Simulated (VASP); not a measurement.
# ZnSe (Stilleite) (F-43m) in VASP: a series of runs

Runs on ZnSe (Stilleite). Level: PBE. Tasks: single point.

Everything below comes from runs of VASP 6.6.1. Logs are shortened: lines on timing, memory, paths and dates and some standing lists are left out, and cuts for length are marked.

## 1. The cell of the first run

Symmetry: F-43m, No. 216, cubic system. The conventional cell has a = 5.742 Å, b = 5.742 Å, c = 5.742 Å, α = 90.00°, β = 90.00°, γ = 90.00°. Zn (site symmetry -43m) has 4 Se at 2.49 Å within 3.3 Å. Within 3.3 Å of Se (site symmetry -43m) lie 4 Zn at 2.49 Å.

## 2. Single point, PBE (volume scaled by 1.04, then relaxed in part)

Contents of INCAR:

```
PREC     = Accurate       # precision mode
ENCUT    = 520            # plane-wave cutoff, eV
EDIFF    = 1E-6           # SCF threshold, eV
ISMEAR   = -1             # smearing method
SIGMA    = 0.02           # smearing width, eV
LREAL    = False          # projectors in reciprocal space
LASPH    = True           # aspherical terms in the spheres
NELM     = 100            # most SCF steps
ALGO     = Normal         # electronic algorithm
ISIF     = 2              # what is computed and relaxed
LWAVE    = False          # write WAVECAR
LCHARG   = False          # write CHGCAR
GGA      = PE             # functional
NBANDS   = 16             # bands
```

Contents of KPOINTS:

```
Automatic mesh
0
Gamma
  13 13 13
```

Contents of POSCAR:

```
ZnSe
1.0
    0.0000000000      2.8710911186      2.8710911186
    2.8710911186      0.0000000000      2.8710911186
    2.8710911186      2.8710911186      0.0000000000
Zn Se
1 1
Direct
    0.0000000000      0.0000000000      0.0000000000
    0.2500000000      0.2500000000      0.2500000000
```

Potentials or basis: VASP PAW PBE potentials, release 64 (Zn, Se).

Launch:

```console
$ cat potpaw_PBE.64/Zn/POTCAR potpaw_PBE.64/Se/POTCAR > POTCAR
$ mpirun -np 1 vasp_std > vasp.out
```

OUTCAR:

```text
PREC = Accurate
   ENCUT = 520
   EDIFF = 1E-6
   ISMEAR = -1
   LREAL = False
   LASPH = True
   NELM = 100
   ISIF = 2
   GGA = PE

 ion  position               nearest neighbor table
   1  0.000  0.000  0.000-   2 2.49   2 2.49   2 2.49   2 2.49
   2  0.250  0.250  0.250-   1 2.49   1 2.49   1 2.49   1 2.49

  LATTYP: Found a face centered cubic cell.
 ALAT       =     5.7421822372

  Lattice vectors:

 A1 = (   0.0000000000,   2.8710911186,   2.8710911186)
 A2 = (   2.8710911186,   0.0000000000,   2.8710911186)
 A3 = (   2.8710911186,   2.8710911186,   0.0000000000)

Analysis of symmetry for initial positions (statically):
=====================================================================
 Subroutine PRICEL returns:
 Original cell was already a primitive cell.

 Routine SETGRP: Setting up the symmetry group for a
 face centered cubic supercell.

 Subroutine GETGRP returns: Found 24 space group operations
 (whereof 24 operations were pure point group operations)
 out of a pool of 48 trial point group operations.

The static configuration has the point symmetry T_d .

Analysis of symmetry for dynamics (positions and initial velocities):
=====================================================================
 Subroutine PRICEL returns:
 Original cell was already a primitive cell.

 Routine SETGRP: Setting up the symmetry group for a
 face centered cubic supercell.

 Subroutine GETGRP returns: Found 24 space group operations
 (whereof 24 operations were pure point group operations)
 out of a pool of 48 trial point group operations.

The dynamic configuration has the point symmetry T_d .

 Subroutine INISYM returns: Found 24 space group operations
 (whereof 24 operations are pure point group operations),
 and found     1 'primitive' translations

----------------------------------------------------------------------------------------

                                     Primitive cell

  volume of cell :      47.3338

  direct lattice vectors                    reciprocal lattice vectors
     0.000000000  2.871091119  2.871091119    -0.174149819  0.174149819  0.174149819
     2.871091119  0.000000000  2.871091119     0.174149819 -0.174149819  0.174149819
     2.871091119  2.871091119  0.000000000     0.174149819  0.174149819 -0.174149819

  length of vectors
     4.060335999  4.060335999  4.060335999     0.301636335  0.301636335  0.301636335

  position of ions in fractional coordinates (direct lattice)
     0.000000000  0.000000000  0.000000000
     0.250000000  0.250000000  0.250000000

  ion indices of the primitive-cell ions
   primitive index   ion index
                 1           1
                 2           2

----------------------------------------------------------------------------------------

 KPOINTS: Automatic mesh

Automatic generation of k-mesh.
 Grid dimensions read from file:
 generate k-points for:   13   13   13

 Generating k-lattice:

  Cartesian coordinates                     Fractional coordinates (reciprocal lattice)
    -0.013396140  0.013396140  0.013396140     0.076923077  0.000000000  0.000000000
     0.013396140 -0.013396140  0.013396140     0.000000000  0.076923077  0.000000000
     0.013396140  0.013396140 -0.013396140     0.000000000  0.000000000  0.076923077

  Length of vectors
     0.023202795  0.023202795  0.023202795

  Shift w.r.t. Gamma in fractional coordinates (k-lattice)
     0.000000000  0.000000000  0.000000000

 Subroutine IBZKPT returns following result:
 ===========================================

 Found     84 irreducible k-points:

 Following reciprocal coordinates:
            Coordinates               Weight
  0.000000  0.000000  0.000000      1.000000
  0.076923  0.000000  0.000000      8.000000
  0.153846  0.000000  0.000000      8.000000
  0.230769  0.000000  0.000000      8.000000
  0.307692  0.000000  0.000000      8.000000
  0.384615  0.000000  0.000000      8.000000
[... 16 lines left out ...]
  0.384615  0.153846  0.000000     24.000000
  0.461538  0.153846  0.000000     24.000000
 [... further k-points ...]
   k-points           NKPTS =     84   k-points in BZ     NKDIM =     84   number of bands    NBANDS=     16
   number of dos      NEDOS =    301   number of ions     NIONS =      2
   total plane-waves  NPLWV =  27000
   dimension x,y,z NGX =    30 NGY =   30 NGZ =   30
   dimension x,y,z NGXF=    60 NGYF=   60 NGZF=   60
   ions per type =               1   1
   NGX,Y,Z   is equivalent  to a cutoff of  12.28, 12.28, 12.28 a.u.
   NGXF,Y,Z  is equivalent  to a cutoff of  24.57, 24.57, 24.57 a.u.
 SYSTEM =  unknown system
   PREC   = accura    normal or accurate (medium, high low for compatibility)
   ISTART =      0    job   : 0-new  1-cont  2-samecut
   ICHARG =      2    charge: 1-file 2-atom 10-const
   ISPIN  =      1    spin polarized calculation?
   LNONCOLLINEAR =      F non collinear calculations
   LSORBIT =      F    spin-orbit coupling
   LASPH  =      T    aspherical Exc in radial PAW
   ENCUT  =  520.0 eV  38.22 Ry    6.18 a.u.   7.55  7.55  7.55*2*pi/ulx,y,z
   NELM   =    100;   NELMIN=  2; NELMDL= -5     # of ELM steps
   EDIFF  = 0.1E-05   stopping-criterion for ELM
   LREAL  =      F    real-space projection
   EDIFFG = 0.1E-04   stopping-criterion for IOM
   NSW    =      0    number of steps for IOM
   IBRION =     -1    ionic relax: 0-MD 1-quasi-New 2-CG
   NFREE  =      0    steps in history (QN), initial steepest desc. (CG)
   ISIF   =      2    stress and relaxation
   ISYM   =      2    0-nonsym 1-usesym 2-fastsym
   POTIM  = 0.5000    time-step for ionic-motion
   TEBEG  =    0.0;   TEEND  =   0.0 temperature during run
   PSTRESS=    0.0 pullay stress
   NELECT =      18.0000    total number of electrons
   NUPDOWN=      -1.0000    fix difference up-down
   EMIN   =  10.00;   EMAX   =-10.00  energy-range for DOS
   EFERMI =   0.00;   METHOD = LEGACY
   ISMEAR =    -1;   SIGMA  =   0.02  broadening in eV -4-tet -1-fermi 0-gaus
   EFERMI_NEDOS =   21; number of points for ismear=-14 and -15
   IALGO  =     38    algorithm
   IMIX   =      4    mixing-type and parameters
     AMIX     =   0.40;   BMIX     =  1.00
     AMIX_MAG =   1.60;   BMIX_MAG =  1.00
  volume/ion in A,a.u.               =      23.67       159.71
  Fermi-wavevector in a.u.,A,eV,Ry     =   1.186066  2.241339 19.140016  1.406751
  Thomas-Fermi vector in A             =   2.322246
   LORBIT       =      0    0 simple, 1 ext, 2 COOP (PROOUT), +10 PAW based schemes
   GGA     = PE    functional components
[... 5 lines left out ...]
 non-spin polarized calculation
  energy-cutoff  :      520.00
  volume of cell :       47.33
 maximum number of plane-waves:      1303
   NGX = 15   NGY = 15   NGZ = 15

 number of electron      18.0000015 magnetization

 Free energy of the ion-electron system (eV)
  ---------------------------------------------------
  ext. energy  EPLUGINS =         0.00000000
  ---------------------------------------------------
  free energy    TOTEN  =        -6.03332281 eV

  energy without entropy =       -6.03332281  energy(sigma->0) =       -6.03332281

 E-fermi :   1.6496     XC(G=0):  -9.1440

 val. band max:        1.2839986974   @ k =   0.0000   0.0000   0.0000
 cond. band min:       2.4187079961   @ k =   0.0000   0.0000   0.0000
 fundamental gap:      1.1347092988
 Fermi energy:         1.6495725522

 k-point     1 :       0.0000    0.0000    0.0000
  band No.  band energies     occupation
      1     -11.7315      2.00000
      2      -5.1264      2.00000
      3      -5.1264      2.00000
      4      -5.1264      2.00000
      5      -4.7912      2.00000
      6      -4.7912      2.00000
[... 8 lines left out ...]
     15      12.6624      0.00000
     16      12.6624      0.00000

 k-point     2 :       0.0769    0.0000    0.0000
  band No.  band energies     occupation
      1     -11.6955      2.00000
      2      -5.1236      2.00000
      3      -5.1207      2.00000
      4      -5.1207      2.00000
      5      -4.7917      2.00000
      6      -4.7917      2.00000
[... 8 lines left out ...]
     15      12.2542      0.00000
     16      12.2542      0.00000

 k-point     3 :       0.1538    0.0000    0.0000
  band No.  band energies     occupation
      1     -11.5928      2.00000
      2      -5.1105      2.00000
      3      -5.1053      2.00000
      4      -5.1053      2.00000
      5      -4.7926      2.00000
      6      -4.7926      2.00000
[... 8 lines left out ...]
     15      11.7556      0.00000
     16      12.1332      0.00000

 k-point     4 :       0.2308    0.0000    0.0000
  band No.  band energies     occupation
      1     -11.4403      2.00000
      2      -5.0852      2.00000
      3      -5.0852      2.00000
      4      -5.0738      2.00000
      5      -4.7917      2.00000
      6      -4.7917      2.00000
[... 8 lines left out ...]
     15      11.6290      0.00000
     16      12.0234      0.00000

 k-point     5 :       0.3077    0.0000    0.0000
  band No.  band energies     occupation
      1     -11.2667      2.00000
      2      -5.0663      2.00000
      3      -5.0663      2.00000
      4      -4.9936      2.00000
      5      -4.7873      2.00000
      6      -4.7873      2.00000
[... 8 lines left out ...]
     15      12.0173      0.00000
     16      12.0173      0.00000

 k-point     6 :       0.3846    0.0000    0.0000
  band No.  band energies     occupation
      1     -11.1123      2.00000
      2      -5.0532      2.00000
      3      -5.0532      2.00000
      4      -4.8525      2.00000
      5      -4.7806      2.00000
      6      -4.7806      2.00000
[... 8 lines left out ...]
     15      12.8627      0.00000
     16      12.8627      0.00000
[... 267 lines left out ...]
 k-point    21 :       0.2308    0.1538    0.0000
  band No.  band energies     occupation
      1     -11.4324      2.00000
      2      -5.1225      2.00000
      3      -5.0632      2.00000
      4      -5.0613      2.00000
      5      -4.8088      2.00000
      6      -4.7776      2.00000
[... 8 lines left out ...]
     15      12.9837      0.00000
     16      13.5688      0.00000

 k-point    22 :       0.3077    0.1538    0.0000
  band No.  band energies     occupation
      1     -11.2808      2.00000
      2      -5.0944      2.00000
      3      -5.0409      2.00000
      4      -5.0238      2.00000
      5      -4.8043      2.00000
      6      -4.7735      2.00000
[... 8 lines left out ...]
     15      13.1401      0.00000
     16      13.5759      0.00000

 k-point    23 :       0.3846    0.1538    0.0000
  band No.  band energies     occupation
      1     -11.1231      2.00000
      2      -5.0638      2.00000
      3      -5.0243      2.00000
      4      -4.9498      2.00000
      5      -4.7832      2.00000
      6      -4.7700      2.00000
[... 8 lines left out ...]
     15      13.3855      0.00000
     16      13.7351      0.00000

 k-point    24 :       0.4615    0.1538    0.0000
  band No.  band energies     occupation
      1     -10.9981      2.00000
      2      -5.0473      2.00000
      3      -5.0159      2.00000
      4      -4.8538      2.00000
      5      -4.7698      2.00000
      6      -4.7168      2.00000
[... 8 lines left out ...]
     15      13.6289      0.00000
     16      14.4542      0.00000

 [... further k-points ...]
[... 5 lines left out ...]
  --------------------------------------------------------------------------------------
  -------------------------------------------------------------------------------------
  Total       -0.0193604     -0.0193604     -0.0193604      0.0000000      0.0000000     -0.0000000
  in kB       -0.6553192     -0.6553192     -0.6553192      0.0000000      0.0000000     -0.0000000
  external PRESSURE =      -0.6553192 kB  Pullay stress =       0.0000000 kB

 VOLUME and BASIS-vectors are now :
 -----------------------------------------------------------------------------
  energy-cutoff  :      520.00
  volume of cell :       47.33
      direct lattice vectors                 reciprocal lattice vectors
     0.000000000  2.871091119  2.871091119    -0.174149819  0.174149819  0.174149819
     2.871091119  0.000000000  2.871091119     0.174149819 -0.174149819  0.174149819
     2.871091119  2.871091119  0.000000000     0.174149819  0.174149819 -0.174149819

 POSITION                                       TOTAL-FORCE (eV/Angst)
 -----------------------------------------------------------------------------------
      0.00000      0.00000      0.00000         0.000000      0.000000      0.000000
      1.43555      1.43555      1.43555        -0.000000     -0.000000     -0.000000
 -----------------------------------------------------------------------------------
    total drift:                               -0.000001     -0.000001     -0.000001

  FREE ENERGIE OF THE ION-ELECTRON SYSTEM (eV)
  ---------------------------------------------------
  free  energy   TOTEN  =        -6.0333228134 eV

  energy  without entropy=       -6.0333228134  energy(sigma->0) =       -6.03332281
```

Run time: 25 s. Hardware: 1 thread of Intel Xeon 6975P-C (Granite Rapids), shared host; peak memory 0.21 GiB.

What came out:

```yaml
Free_energy: -6.0333 eV
Pressure: -0.1 GPa
Band_gap_on_the_k_mesh: 1.13 eV, direct
```

Levels at points of the mesh, in eV from the valence-band top:
```
           k point  band 7  band 8  band 9  band 10  band 11  band 12
(0.00, 0.00, 0.00)    0.00    0.00    0.00     1.13     5.81     5.81
```

## 3. Single point, PBE (volume scaled by 1.06, then relaxed in part)

Contents of INCAR:

```
SYSTEM = ZnSe
PREC = Accurate ; ENCUT = 520
EDIFF = 1E-6 ; ISMEAR = -1
SIGMA = 0.02 ; LREAL = .FALSE.
LASPH = .TRUE. ; NELM = 80
ALGO = Normal ; ISIF = 2
LWAVE = .FALSE. ; LCHARG = .FALSE.
GGA = PE ; NBANDS = 16
```

Contents of KPOINTS:

```
Automatic mesh
0
G
  13 13 13
  0 0 0
```

Contents of POSCAR:

```
ZnSe
1.0
    0.0000000000      2.8893788162      2.8893788162
    2.8893788162      0.0000000000      2.8893788162
    2.8893788162      2.8893788162      0.0000000000
Zn Se
1 1
Direct
    0.0000000000      0.0000000000      0.0000000000
    0.2500000000      0.2500000000      0.2500000000
```

Potentials or basis: VASP PAW PBE potentials, release 64 (Zn, Se).

Launch:

```console
$ cat potpaw_PBE.64/Zn/POTCAR potpaw_PBE.64/Se/POTCAR > POTCAR
$ mpirun -np 1 vasp_std > vasp.out
```

OUTCAR:

```text
SYSTEM = ZnSe
   PREC = Accurate
   ENCUT = 520
   EDIFF = 1E-6
   ISMEAR = -1
   LREAL = .FALSE.
   LASPH = .TRUE.
   NELM = 80
   ISIF = 2
   GGA = PE

 ion  position               nearest neighbor table
   1  0.000  0.000  0.000-   2 2.50   2 2.50   2 2.50   2 2.50
   2  0.250  0.250  0.250-   1 2.50   1 2.50   1 2.50   1 2.50

  LATTYP: Found a face centered cubic cell.
 ALAT       =     5.7787576324

  Lattice vectors:

[... 641 lines left out ...]

------------------------ aborting loop because EDIFF is reached ----------------------------------------

  FORCE on cell =-STRESS in cart. coord.  units (eV):
  Direction    XX          YY          ZZ          XY          YZ          ZX
  --------------------------------------------------------------------------------------
  -------------------------------------------------------------------------------------
  Total       -0.3283680     -0.3283680     -0.3283680      0.0000000     -0.0000000      0.0000000
  in kB      -10.9050581    -10.9050581    -10.9050581      0.0000000     -0.0000000      0.0000000
  external PRESSURE =     -10.9050581 kB  Pullay stress =       0.0000000 kB

 VOLUME and BASIS-vectors are now :
 -----------------------------------------------------------------------------
  energy-cutoff  :      520.00
  volume of cell :       48.24
      direct lattice vectors                 reciprocal lattice vectors
     0.000000000  2.889378816  2.889378816    -0.173047576  0.173047576  0.173047576
     2.889378816  0.000000000  2.889378816     0.173047576 -0.173047576  0.173047576
     2.889378816  2.889378816  0.000000000     0.173047576  0.173047576 -0.173047576

 POSITION                                       TOTAL-FORCE (eV/Angst)
 -----------------------------------------------------------------------------------
      0.00000      0.00000      0.00000        -0.000000     -0.000000      0.000000
      1.44469      1.44469      1.44469         0.000000      0.000000     -0.000000
 -----------------------------------------------------------------------------------
    total drift:                               -0.000001     -0.000001     -0.000001

  FREE ENERGIE OF THE ION-ELECTRON SYSTEM (eV)
  ---------------------------------------------------
  free  energy   TOTEN  =        -6.0299308998 eV

  energy  without entropy=       -6.0299308998  energy(sigma->0) =       -6.02993090
```

It took 25 s on 1 thread of Intel Xeon 6975P-C (Granite Rapids), shared host; peak memory 0.21 GiB.

What came out:

```
Free energy            : -6.0299 eV
Pressure               : -1.1 GPa
Band gap on the k mesh : 1.06 eV, direct
```
